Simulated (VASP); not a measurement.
Set up this calculation in VASP 6.6.1, as the native input.

* Task: single point
* Functional: PBE
* Dispersion: D3(BJ)
* Potentials or basis: VASP PAW PBE potentials, release 64 (Si, As)
* Cutoff: 520 eV
* k mesh: 1 × 1 × 1
* Occupations: fermi-dirac, width 0.05 eV
* Spin: collinear spin
* Dipole correction: no
* Further INCAR settings: LREAL = Auto; ALGO = Normal; EDIFF = 1e-06; NBANDS = 168

The structure of Si62As (a cell with a defect) lies in POSCAR:

```
Si62As
1.0
   10.8600000000      0.0000000000      0.0000000000
    0.0000000000     10.8600000000      0.0000000000
    0.0000000000      0.0000000000     10.8600000000
Si As
62 1
Direct
    0.4994591049      0.0011841290      0.0005408951
    0.6257607207      0.1262282577      0.1250416345
    0.7500143301      0.2524600740     -0.0010203704
    0.8746830760      0.3753169240      0.1257764815
    0.7503424881     -0.0002303072      0.2497696928
    0.8763063008      0.1253572084      0.3753572084
   -0.0002518778      0.0012327890     -0.0019853578
    0.1250484145      0.1249515855      0.1239121969
    0.2487672110      0.2502518778     -0.0019853578
    0.3749299854      0.3752740954      0.1250700146
    0.4994063188      0.5018331629      0.0005936812
    0.6240764660      0.6259235340      0.1266026458
    0.7481668371      0.7505936812      0.0005936812
    0.8747259046      0.8750700146      0.1250700146
    0.2503495013     -0.0003495013      0.2496504987
    0.3760878031      0.1249515855      0.3749515855
    0.5019853578      0.2502518778      0.2512327890
    0.6285683670      0.3760038901      0.3792937052
    0.7498360011      0.5001639989      0.2505979109
    0.8739961099      0.6214316330      0.3792937052
    0.5019853578      0.0012327890      0.5002518778
    0.6285683670      0.1292937052      0.6260038901
    0.7583912085      0.2522000213      0.5022000213
    0.7498360011      0.0005979109      0.7501639989
    0.8739961099      0.1292937052      0.8714316330
   -0.0024600740      0.4999856699     -0.0010203704
    0.1237717423      0.6242392793      0.1250416345
    0.2488158710      0.7505408951      0.0005408951
    0.3747430563      0.8752569437      0.1252569437
    0.0004923319      0.2495076681      0.2488426698
    0.1246427916      0.3736936992      0.3753572084
    0.2502303072      0.4996575119      0.2497696928
    0.3749583655      0.6242392793      0.3762282577
    0.4994591049      0.7505408951      0.2511841290
    0.6257607207      0.8750416345      0.3762282577
    0.0004923319     -0.0011573302      0.4995076681
    0.1246427916      0.1253572084      0.6236936992
    0.2511573302      0.2495076681      0.4995076681
    0.3742235185      0.3753169240      0.6253169240
    0.5010203704      0.4999856699      0.5024600740
    0.6246783603      0.6253216397      0.6287886514
    0.7500143301      0.7489796296      0.5024600740
    0.8746830760      0.8757764815      0.6253169240
    0.2502303072     -0.0002303072      0.7496575119
    0.3749583655      0.1262282577      0.8742392793
    0.5010203704      0.2524600740      0.7499856699
    0.6246783603      0.3787886514      0.8753216397
    0.8712113486      0.6253216397      0.8753216397
   -0.0002518778      0.7480146422      0.2512327890
    0.1250484145      0.8739121969      0.3749515855
   -0.0022000213      0.4916087915      0.5022000213
    0.1207062948      0.6214316330      0.6260038901
    0.2487672110      0.7480146422      0.5002518778
    0.3749299854      0.8750700146      0.6252740954
   -0.0022000213      0.2522000213      0.7416087915
    0.1207062948      0.3760038901      0.8714316330
    0.2494020891      0.5001639989      0.7501639989
    0.3733973542      0.6259235340      0.8759235340
    0.4994063188      0.7505936812      0.7518331629
    0.6240764660      0.8766026458      0.8759235340
   -0.0024600740      0.7489796296      0.7499856699
    0.1237717423      0.8750416345      0.8742392793
    0.7634392804      0.4865607196      0.7365607196
```

The input as run:

INCAR

```
ALGO = Normal ; EDIFF = 1E-6
ENCUT = 520 ; GGA = PE
ISIF = 2 ; ISMEAR = -1
ISPIN = 2 ; IVDW = 12
LASPH = T ; LCHARG = F
LORBIT = 11 ; LREAL = Auto
LWAVE = F ; MAGMOM = 0 0 0 0 0 0 0 0 0 0 0 0 0 0 0 0 0 0 0 0 0 0 0 0 0 0 0 0 0 0 0 0 0 0 0 0 0 0 0 0 0 0 0 0 0 0 0 0 0 0 0 0 0 0 0 0 0 0 0 0 0 0 1
NBANDS = 168 ; NELM = 150
PREC = Accurate ; SIGMA = 0.05
```

KPOINTS

```
k-points
0
Gamma
  1 1 1
```

Potentials or basis: VASP PAW PBE potentials, release 64 (Si, As).

Launch:

```console
$ cat potpaw_PBE.64/Si/POTCAR potpaw_PBE.64/As/POTCAR > POTCAR
$ mpirun -np 1 vasp_gam > vasp.out
```

It gave:

```
Pressure                                              : -0.4 GPa
Largest force                                         : 0.021 eV/Å
Net moment                                            : 0.24 μB per cell
Valence electrons inside the program's atomic spheres : Si 1.70, 1.69, 1.68, 1.64, 1.67 (each value once); As 2.79
Dispersion energy per atom                            : -0.317 eV
```

Caveat: the k points lie up to 0.58 Å⁻¹ apart.

Run time: 27 min on 1 thread of Intel Xeon 8259CL (shared host), peak memory 1.4 GiB.
